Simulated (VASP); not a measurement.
# CoO (R3m) in VASP: single point with PBE+D3(BJ)+U

Aim: the single point of CoO with PBE+D3(BJ)+U.

All numbers are computed with VASP 6.6.1; they aren't measurements. Logs are shortened: lines on timing, memory, paths and dates and some standing lists are left out, and cuts for length are marked.

## Step 1: The cell of the first run

Symmetry: R3m, No. 160, trigonal system. Conventional cell: a = 3.250 Å, b = 3.250 Å, c = 7.860 Å, α = 90.00°, β = 90.00°, γ = 120.00°. Within 2.6 Å of Co (site symmetry 3m) lie 4 O at 1.95 to 1.99 Å. O (site symmetry 3m) has 4 Co at 1.95 to 1.99 Å within 2.6 Å.

## Step 2: Single point, PBE+D3(BJ)+U, collinear spin, antiferromagnetic start

File INCAR:

```
ALGO = Normal
EDIFF = 1E-6
ENCUT = 520
GGA = PE
ISIF = 2
ISMEAR = 0
ISPIN = 2
IVDW = 12
LASPH = True
LCHARG = False
LDAU = True
LDAUJ = 0 0
LDAUL = 2 -1
LDAUPRINT = 1
LDAUTYPE = 2
LDAUU = 3.32 0
LMAXMIX = 4
LORBIT = 11
LREAL = False
LWAVE = False
MAGMOM = -2.56 2.56 0 0
NBANDS = 27
NELM = 150
PREC = Accurate
SIGMA = 0.02
```

File KPOINTS:

```
k-points
0
Gamma
  12 12 12
```

File POSCAR:

```
CoO
1.0
    1.6251994128      0.9383093184      5.2402609011
   -1.6251994128      0.9383093184      5.2402609011
    0.0000000000     -1.8766186369      5.2402609011
Co O
2 2
Direct
    0.9995165470      0.9995165470      0.9995165470
    0.4995163861      0.4995163861      0.4995163861
    0.3754830150      0.3754830150      0.3754830150
    0.8754834019      0.8754834019      0.8754834019
```

Potentials or basis: VASP PAW PBE potentials, release 64 (Co, O).

On the command line:

```bash
$ cat potpaw_PBE.64/Co/POTCAR potpaw_PBE.64/O/POTCAR > POTCAR
$ mpirun -np 1 vasp_std > vasp.out
```

OUTCAR:

```text
EDIFF = 1E-6
   ENCUT = 520
   GGA = PE
   ISIF = 2
   ISMEAR = 0
   ISPIN = 2
   IVDW = 12
   LASPH = True
   LORBIT = 11
   LREAL = False
   NELM = 150
   PREC = Accurate
 IVDW          = 12

 ion  position               nearest neighbor table
   1  1.000  1.000  1.000-   4 1.95   3 1.99   3 1.99   3 1.99
   2  0.500  0.500  0.500-   3 1.95   4 1.99   4 1.99   4 1.99
   3  0.375  0.375  0.375-   2 1.95   1 1.99   1 1.99   1 1.99
   4  0.875  0.875  0.875-   1 1.95   2 1.99   2 1.99   2 1.99

  LATTYP: Found a trigonal (rhomboedric) cell.
 ALAT       =     5.5661505387
 COS(alpha) =     0.8294964548

  Lattice vectors:

 A1 = (   1.6251994128,   0.9383093184,   5.2402609011)
 A2 = (  -1.6251994128,   0.9383093184,   5.2402609011)
 A3 = (   0.0000000000,  -1.8766186369,   5.2402609011)

Analysis of symmetry for initial positions (statically):
=====================================================================
 Subroutine PRICEL returns following result:

  LATTYP: Found a trigonal (rhomboedric) cell.
 ALAT       =     3.2228508856
 COS(alpha) =     0.4914157755
[... 12 lines left out ...]
 Subroutine GETGRP returns: Found  6 space group operations
 (whereof  6 operations were pure point group operations)
 out of a pool of 12 trial point group operations.

The static configuration has the point symmetry C_3v.

Analysis of symmetry for dynamics (positions and initial velocities):
=====================================================================
 Subroutine PRICEL returns following result:

  LATTYP: Found a trigonal (rhomboedric) cell.
 ALAT       =     3.2228508856
 COS(alpha) =     0.4914157755
[... 12 lines left out ...]
 Subroutine GETGRP returns: Found  6 space group operations
 (whereof  6 operations were pure point group operations)
 out of a pool of 12 trial point group operations.

The dynamic configuration has the point symmetry C_3v.

Analysis of structural, dynamic, and magnetic symmetry:
=====================================================================
[... 224 lines left out ...]
  o =  0.9578  v =  0.0000  0.0000  0.0000  0.0000  0.0000  0.0000 -0.8008  0.0000  0.0000 -0.5989      0.0000  0.0000  0.0000  0.0000  0.0000  0.0000  0.0000  0.0000  0.0000  0.0000
  o =  0.9578  v =  0.0000  0.0000  0.0000  0.0000  0.0000 -0.5989  0.0000  0.0000 -0.8008  0.0000      0.0000  0.0000  0.0000  0.0000  0.0000  0.0000  0.0000  0.0000  0.0000  0.0000
  o =  0.9660  v =  0.0000  0.8431  0.0000 -0.0000  0.5377  0.0000  0.0000  0.0000  0.0000  0.0000      0.0000  0.0000  0.0000  0.0000  0.0000  0.0000  0.0000  0.0000  0.0000  0.0000
  o =  0.9660  v = -0.5377  0.0000 -0.0000 -0.8431 -0.0000  0.0000  0.0000  0.0000  0.0000  0.0000      0.0000  0.0000  0.0000  0.0000  0.0000  0.0000  0.0000  0.0000  0.0000  0.0000
  o =  0.9750  v =  0.0000  0.0000 -1.0000  0.0000 -0.0000  0.0000  0.0000  0.0000  0.0000  0.0000      0.0000  0.0000  0.0000  0.0000  0.0000  0.0000  0.0000  0.0000  0.0000  0.0000
  o =  0.9845  v =  0.0000  0.5377  0.0000  0.0000 -0.8431  0.0000  0.0000  0.0000  0.0000  0.0000      0.0000  0.0000  0.0000  0.0000  0.0000  0.0000  0.0000  0.0000  0.0000  0.0000
  o =  0.9845  v = -0.8431  0.0000  0.0000  0.5377  0.0000  0.0000  0.0000  0.0000  0.0000  0.0000      0.0000  0.0000  0.0000  0.0000  0.0000  0.0000  0.0000  0.0000  0.0000  0.0000

 number of electron      29.9999999 magnetization       0.0000000

 Free energy of the ion-electron system (eV)
  ---------------------------------------------------
  ext. energy  EPLUGINS =         0.00000000
  ---------------------------------------------------
  free energy    TOTEN  =       -24.45891062 eV

  energy without entropy =      -24.45891062  energy(sigma->0) =      -24.45891062

 E-fermi :   4.9993     XC(G=0): -10.8611

 val. band max:        4.8548742886   @ k =   0.5000   0.5000   0.5000
 cond. band min:       5.9388450003   @ k =   0.0000   0.0000   0.0000
 fundamental gap:      1.0839707118
 Fermi energy:         4.9993159740

 spin component 1

 k-point     1 :       0.0000    0.0000    0.0000
  band No.  band energies     occupation
      1     -13.5856      1.00000
      2     -12.9553      1.00000
      3      -0.9069      1.00000
      4      -0.9069      1.00000
      5      -0.8131      1.00000
      6      -0.3479      1.00000
[... 1433 lines left out ...]
     26      18.9985      0.00000
     27      22.6811      0.00000

 [... further k-points ...]

------------------------ aborting loop because EDIFF is reached ----------------------------------------

 Edisp (eV)   -0.83471

 E8    (eV) :    -0.3234

  FORCE on cell =-STRESS in cart. coord.  units (eV):
  Direction    XX          YY          ZZ          XY          YZ          ZX
  --------------------------------------------------------------------------------------
  -------------------------------------------------------------------------------------
  Total      -0.51900    -0.51900    -0.49343     0.00000     0.00000     0.00000
  in kB     -17.34291   -17.34291   -16.48856     0.00000     0.00000     0.00000
  external pressure =      -17.06 kB  Pullay stress =        0.00 kB

 VOLUME and BASIS-vectors are now :
 -----------------------------------------------------------------------------
  energy-cutoff  :      520.00
  volume of cell :       47.95
      direct lattice vectors                 reciprocal lattice vectors
     1.625199413  0.938309318  5.240260901     0.307654554  0.177624439  0.063610064
    -1.625199413  0.938309318  5.240260901    -0.307654554  0.177624439  0.063610064
     0.000000000 -1.876618637  5.240260901     0.000000000 -0.355248879  0.063610064

 POSITION                                       TOTAL-FORCE (eV/Angst)
 -----------------------------------------------------------------------------------
      0.00000     -0.00000     15.71318         0.000000     -0.000000      0.004909
      0.00000     -0.00000      7.85279         0.000000     -0.000000      0.004909
      0.00000     -0.00000      5.90289         0.000000      0.000000     -0.004909
      0.00000     -0.00000     13.76328        -0.000000      0.000000     -0.004909
 -----------------------------------------------------------------------------------
    total drift:                                0.000000      0.000000     -0.000452

  FREE ENERGIE OF THE ION-ELECTRON SYSTEM (eV)
  ---------------------------------------------------
  free  energy   TOTEN  =       -25.2936188572 eV

  energy  without entropy=      -25.2936188572  energy(sigma->0) =      -25.29361886

 total charge

# of ion       s       p       d       tot
------------------------------------------
    1        0.347   0.424   7.161   7.933
    2        0.347   0.424   7.161   7.933
    3        1.547   3.464   0.000   5.011
    4        1.547   3.464   0.000   5.011
--------------------------------------------------
tot          3.789   7.776  14.323  25.888

 magnetization (x)

# of ion       s       p       d       tot
------------------------------------------
    1       -0.015  -0.044  -2.563  -2.622
    2        0.015   0.044   2.563   2.622
    3       -0.008  -0.075   0.000  -0.083
    4        0.008   0.075   0.000   0.083
--------------------------------------------------
tot          0.000   0.000   0.000   0.000
```

Run time: 47 min. Hardware: 1 thread of Intel Xeon 8259CL, shared host; peak memory 0.57 GiB.

Results:

```yaml
Free_energy: -25.2936 eV
Pressure: -1.7 GPa
Largest_force: 0.005 eV/Å
Band_gap_on_the_k_mesh: 1.08 eV
Net_moment: 0.00 μB per cell
Site_moments: Co -2.62, +2.62; O -0.08, +0.08 μB
Valence_electrons_inside_the_program's_atomic_spheres: Co 7.93; O 5.01
Dispersion_energy_per_atom: -0.209 eV
```

Forces on the atoms (eV/Å):
```
Co   0.000  0.000  0.005
Co   0.000  0.000  0.005
O    0.000  0.000 -0.005
O    0.000  0.000 -0.005
```

Stress tensor (GPa, compression positive):
```
-1.73  0.00  0.00
 0.00 -1.73  0.00
 0.00  0.00 -1.65
```

Eigenvalues of the final occupation matrices:
| site | spin | trace | eigenvalues |
| --- | --- | --- | --- |
| site 1 d | 1 | 2.31 | 0.12 0.12 0.15 0.96 0.96 |
| site 1 d | 2 | 4.88 | 0.97 0.97 0.97 0.98 0.98 |
| site 2 d | 1 | 4.88 | 0.97 0.97 0.97 0.98 0.98 |
| site 2 d | 2 | 2.31 | 0.12 0.12 0.15 0.96 0.96 |
